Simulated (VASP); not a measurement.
Sn: single point with PBEsol

Crystal: Sn.

```
Sn
1.0
     0.00000    3.27107    3.27107
     3.27107    0.00000    3.27107
     3.27107    3.27107    0.00000
Sn
2
Direct
  0.83000 0.89000 0.89000
  0.17000 0.11000 0.11000
```

This cell differs from its parent crystal: shortest bond scaled by 0.88.

```
Program                : VASP 6.6.1
Task                   : single point
Functional             : PBEsol
Potentials or basis    : VASP PAW PBE potentials, release 64 (Sn_d)
Cutoff                 : 520 eV
k mesh                 : 8 × 8 × 8
Occupations            : fermi-dirac, width 0.05 eV
Spin                   : no spin polarisation
Dipole correction      : no
Further INCAR settings : ALGO = Normal; EDIFF = 1e-07; NBANDS = 21
```

| Item | Value |
| --- | --- |
| Pressure | 2.6 GPa |
| Largest force | 3.947 eV/Å |
| Band gap on the k mesh | zero (bands 14 and 15 overlap by 1.14 eV) |

Forces in eV/Å, atoms in the order of the input:
```
Sn  -2.279  2.279  2.279
Sn   2.279 -2.279 -2.279
```

Stress tensor (GPa, compression positive):
```
 2.65 -5.73 -5.73
-5.73  2.65  5.73
-5.73  5.73  2.65
```

Levels at points of the mesh, in eV from the Fermi level:
| k point | band 10 | band 11 | band 12 | band 13 | band 14 | band 15 | band 16 | band 17 | band 18 | band 19 |
| --- | --- | --- | --- | --- | --- | --- | --- | --- | --- | --- |
| (0.00, 0.00, 0.00) | -21.28 | -10.71 | -1.16 | -0.98 | 0.64 | 0.64 | 1.38 | 1.38 | 3.13 | 4.66 |
| (0.50, 0.00, 0.00) | -21.22 | -8.40 | -7.75 | -1.21 | -1.21 | 0.47 | 3.37 | 3.37 | 5.69 | 7.11 |
| (0.00, 0.50, 0.00) | -21.25 | -9.37 | -5.93 | -1.78 | -0.53 | -0.51 | 1.95 | 3.96 | 5.25 | 7.91 |
| (0.50, 0.50, 0.00) | -21.22 | -8.33 | -7.02 | -2.52 | -2.41 | 0.10 | 1.04 | 7.10 | 7.91 | 8.10 |

It took 75 s on 1 thread of Intel Xeon 8259CL, on a shared host, peak memory 0.24 GiB.

Caveat: the cell differs from its parent crystal (shortest bond scaled by 0.88); the PAW data sets were made with another functional, which shifts forces and pressure a little; spin-orbit coupling is left out, which moves the levels of the heavy elements.
